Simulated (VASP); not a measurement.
# LiH2 (P4_2/mcm) in VASP: a series of runs, part 2 of 2

VASP 6.6.1.

**3. Relaxation of cell and atoms, PBE**

INCAR

```
PREC = Accurate
ENCUT = 600
EDIFF = 1E-6
ISMEAR = 0
SIGMA = 0.1
LREAL = False
LASPH = True
NELM = 60
ALGO = Normal
ISIF = 3
LWAVE = False
LCHARG = False
GGA = PE
IBRION = 2
NSW = 90
EDIFFG = -0.04
```

KPOINTS

```
regular mesh
0
Gamma
  4 4 4
```

POSCAR

```
LiH2
1.0
    4.9152997400      0.0000000000      0.0000000000
    0.0000000000      4.9152997400      0.0000000000
    0.0000000000      0.0000000000      4.7688803000
Li H
4 8
Direct
    0.7252988100      0.7252988100      0.0000000000
    0.2747011900      0.7252988100      0.5000000000
    0.7252988100      0.2747011900      0.5000000000
    0.2747011900      0.2747011900      0.0000000000
    0.5000000000      0.5000000000      0.7500000000
    0.0000000000      0.5000000000      0.2500000000
    0.5000000000      0.0000000000      0.2500000000
    0.0000000000      0.0000000000      0.7500000000
    0.0000000000      0.0000000000      0.2500000000
    0.5000000000      0.0000000000      0.7500000000
    0.0000000000      0.5000000000      0.7500000000
    0.5000000000      0.5000000000      0.2500000000
```

Potentials or basis: VASP PAW PBE potentials, release 64 (Li_sv, H).

Started as:

```console
> cat potpaw_PBE.64/Li_sv/POTCAR potpaw_PBE.64/H/POTCAR > POTCAR
> mpirun -np 1 vasp_std > vasp.out
```

OUTCAR:

```text
PREC = Accurate
   ENCUT = 600
   EDIFF = 1E-6
   ISMEAR = 0
   LREAL = False
   LASPH = True
   NELM = 60
   ISIF = 3
   GGA = PE
   IBRION = 2
   NSW = 90
   EDIFFG = -0.04

 ion  position               nearest neighbor table
   1  0.725  0.725  0.000-
   2  0.275  0.725  0.500-
   3  0.725  0.275  0.500-
   4  0.275  0.275  0.000-
   5  0.500  0.500  0.750-
   6  0.000  0.500  0.250-
   7  0.500  0.000  0.250-
   8  0.000  0.000  0.750-
   9  0.000  0.000  0.250-
  10  0.500  0.000  0.750-
  11  0.000  0.500  0.750-
  12  0.500  0.500  0.250-

  LATTYP: Found a simple tetragonal cell.
 ALAT       =     4.9152997400
 C/A-ratio  =     0.9702114931

  Lattice vectors:

 A1 = (   4.9152997400,   0.0000000000,   0.0000000000)
 A2 = (   0.0000000000,   4.9152997400,   0.0000000000)
 A3 = (   0.0000000000,   0.0000000000,   4.7688803000)

Analysis of symmetry for initial positions (statically):
=====================================================================
[... 178 lines left out ...]

--------------------------------------- Ionic step        1  -------------------------------------------

 number of electron      19.9999991 magnetization

 Free energy of the ion-electron system (eV)
  ---------------------------------------------------
  ext. energy  EPLUGINS =         0.00000000
  ---------------------------------------------------
  free energy    TOTEN  =       -30.51950227 eV

  energy without entropy =      -30.51380893  energy(sigma->0) =      -30.51665560

------------------------ aborting loop because EDIFF is reached ----------------------------------------

  FORCE on cell =-STRESS in cart. coord.  units (eV):
  Direction    XX          YY          ZZ          XY          YZ          ZX
  --------------------------------------------------------------------------------------
  -------------------------------------------------------------------------------------
  Total       -5.1145023     -5.1145023     -5.5715975     -0.0000000      0.0000000      0.0000000
  in kB      -71.1209466    -71.1209466    -77.4771934     -0.0000000      0.0000000      0.0000000
  external PRESSURE =     -73.2396955 kB  Pullay stress =       0.0000000 kB
[... 844 lines left out ...]
      4     -44.2147      2.00000
      5      -3.5465      2.00000
      6      -3.5465      2.00000
[... 9 lines left out ...]
     16      11.3467      0.00000
     17      12.2199      0.00000

[... ionic steps 4 to 7 ...]

--------------------------------------- Ionic step        8  -------------------------------------------

 number of electron      19.9999987 magnetization

------------------------ aborting loop because EDIFF is reached ----------------------------------------
[... 87 lines left out ...]
--------------------------------------- Ionic step       10  -------------------------------------------

 number of electron      19.9999978 magnetization

 Free energy of the ion-electron system (eV)
  ---------------------------------------------------
  ext. energy  EPLUGINS =         0.00000000
  ---------------------------------------------------
  free energy    TOTEN  =       -31.66093473 eV

  energy without entropy =      -31.65422938  energy(sigma->0) =      -31.65758205

 E-fermi :  -0.3376     XC(G=0):  -8.8038

 val. band max:       -0.3936115432   @ k =   0.5000   0.0000   0.5000
 cond. band min:      -0.0023781435   @ k =   0.2500   0.0000   0.2500
 fundamental gap:      0.3912333997
 Fermi energy:        -0.3375604203
[... 397 lines left out ...]
  FREE ENERGIE OF THE ION-ELECTRON SYSTEM (eV)
  ---------------------------------------------------
  free  energy   TOTEN  =       -31.6609347287 eV

  energy  without entropy=      -31.6542293764  energy(sigma->0) =      -31.65758205

 reached required accuracy - stopping structural energy minimisation
```

CONTCAR:

```text
LiH2
   1.00000000000000
     4.4011445572819410    0.0000000000000000    0.0000000000000000
    -0.0000000000000000    4.4011445572819410    0.0000000000000000
     0.0000000000000000    0.0000000000000000    4.1575949381813597
  Li              H
     4     8
Direct
     0.7499120932307175    0.7499120932307175    1.0000000000000000
     0.2500879067692824    0.7499120932307175    0.5000000000000000
     0.7499120932307175    0.2500879067692824    0.5000000000000000
     0.2500879067692824    0.2500879067692824    0.0000000000000000
     0.5000000000000000    0.5000000000000000    0.7500000000000000
     1.0000000000000000    0.5000000000000000    0.2500000000000000
     0.5000000000000000    0.0000000000000000    0.2500000000000000
     1.0000000000000000    0.0000000000000000    0.7500000000000000
     1.0000000000000000    0.0000000000000000    0.2500000000000000
     0.5000000000000000    0.0000000000000000    0.7500000000000000
     1.0000000000000000    0.5000000000000000    0.7500000000000000
     0.5000000000000000    0.5000000000000000    0.2500000000000000

  0.00000000E+00  0.00000000E+00  0.00000000E+00
  0.00000000E+00  0.00000000E+00  0.00000000E+00
  0.00000000E+00  0.00000000E+00  0.00000000E+00
  0.00000000E+00  0.00000000E+00  0.00000000E+00
  0.00000000E+00  0.00000000E+00  0.00000000E+00
  0.00000000E+00  0.00000000E+00  0.00000000E+00
  0.00000000E+00  0.00000000E+00  0.00000000E+00
  0.00000000E+00  0.00000000E+00  0.00000000E+00
  0.00000000E+00  0.00000000E+00  0.00000000E+00
  0.00000000E+00  0.00000000E+00  0.00000000E+00
  0.00000000E+00  0.00000000E+00  0.00000000E+00
  0.00000000E+00  0.00000000E+00  0.00000000E+00
```

Run time: 7.7 min. Hardware: 1 thread of AMD EPYC 7R43 (Zen 3), shared host; peak memory 0.2 GiB.

What came out:

```
Free energy                           : -31.6609 eV
Relaxed volume                        : 6.71 Å³/atom
Relaxed cell                          : a = 4.401 Å, b = 4.401 Å, c = 4.158 Å, α = 90.00°, β = 90.00°, γ = 90.00°
Space group after relaxing (to 0.1 Å) : I4/mmm (No. 139)
Energy gained by relaxing             : 95.1 meV/atom
Ionic steps                           : 10
Pressure after relaxing               : 0.3 GPa
Band gap on the k mesh                : zero (bands 10 and 11 overlap by 3.69 eV)
```

Step by step:
```tsv
step	energy change (eV)	largest force (eV/Å)	pressure (GPa)	volume (Å³)
1	0.0000	0.2367	-7.32	115.22
2	-0.3260	0.2640	-6.68	108.05
3	-0.9864	0.3351	-2.68	88.35
4	0.4834	0.3457	27.24	56.42
5	-1.0460	0.3861	-0.44	82.73
6	-1.0518	0.3950	0.61	80.55
7	-1.1018	0.2632	0.60	80.21
8	-1.1367	0.0303	0.75	79.65
9	-1.1371	0.0039	0.78	79.59
10	-1.1414	0.0019	0.28	80.53
```

Final structure:
```xyz
12
Lattice="4.4011 0.0000 0.0000 0.0000 4.4011 0.0000 0.0000 0.0000 4.1576" Properties=species:S:1:pos:R:3 pbc="T T T"
Li    3.3005    3.3005    4.1576
Li    1.1007    3.3005    2.0788
Li    3.3005    1.1007    2.0788
Li    1.1007    1.1007    0.0000
H     2.2006    2.2006    3.1182
H     4.4011    2.2006    1.0394
H     2.2006    0.0000    1.0394
H     4.4011    0.0000    3.1182
H     4.4011    0.0000    1.0394
H     2.2006    0.0000    3.1182
H     4.4011    2.2006    3.1182
H     2.2006    2.2006    1.0394
```

Levels at points of the mesh, in eV from the Fermi level:
```csv
k point,band 8,band 9,band 10,band 11,band 12,band 13
"(0.00, 0.00, 0.00)",-2.69,1.05,1.86,1.86,5.09,5.09
"(0.50, 0.00, 0.00)",-1.89,-1.06,-1.05,3.21,3.21,5.10
"(0.50, 0.50, 0.00)",-4.24,0.52,0.52,0.52,0.52,8.36
"(0.00, 0.00, 0.50)",-1.65,-1.65,-1.65,2.68,2.68,4.93
"(0.50, 0.00, 0.50)",-4.00,-0.06,-0.06,-0.06,-0.06,7.91
"(0.50, 0.50, 0.50)",-3.15,-1.83,-1.83,-1.83,-1.83,11.87
```

Caveat: the cutoff is under 1.25 times the usual one of these potentials, so pressure, stress and relaxed cells hold a basis-set (Pulay) error; the volume moved by over 15 % at a fixed basis, so the end points are rough.
